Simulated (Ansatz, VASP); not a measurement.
# One calculation of Al2B2As, two programs

```xyz
5
Lattice="3.6105 0.0000 0.0000 -1.8053 3.1268 0.0000 0.0000 0.0000 7.2160" Properties=species:S:1:pos:R:3 pbc="T T T"
Al    0.0000    0.0000    1.4203
Al    0.0000    0.0000    5.7957
B     0.0000    0.0000    4.3697
B     0.0000    0.0000    2.8462
As    0.0000    0.0000    0.0000
```

Alike in both runs: task single point; functional PBE; k mesh 6 × 6 × 4; occupations gaussian, width 0.1 eV; no spin polarisation.

```csv
,VASP,Ansatz
version,VASP 6.6.1,Ansatz 0.2.0
potentials or method,"VASP PAW PBE potentials, release 64 (Al, B, As), cutoff 520 eV","scalar-relativistic, plane waves, PAW"
valence electrons in the cell,17,27
```

Ansatz gave:

* gap on the k mesh at the Fermi level (eV): none
* rms of the force components (eV/Å): 16.808

Task: What did VASP give for the same quantities?

Result: gap on the k mesh at the Fermi level (eV): none; rms of the force components (eV/Å): 16.391.

Atom by atom the forces differ by 0.505 eV/Å (rms over components). A gap of «none» marks a metal or a gap that the smearing closes. With one functional, cell and mesh, what is left measures potentials, basis and numerics. VASP's potentials hold 17 valence electrons a cell and Ansatz's 27, so a difference there can come from the potentials and not from the codes.
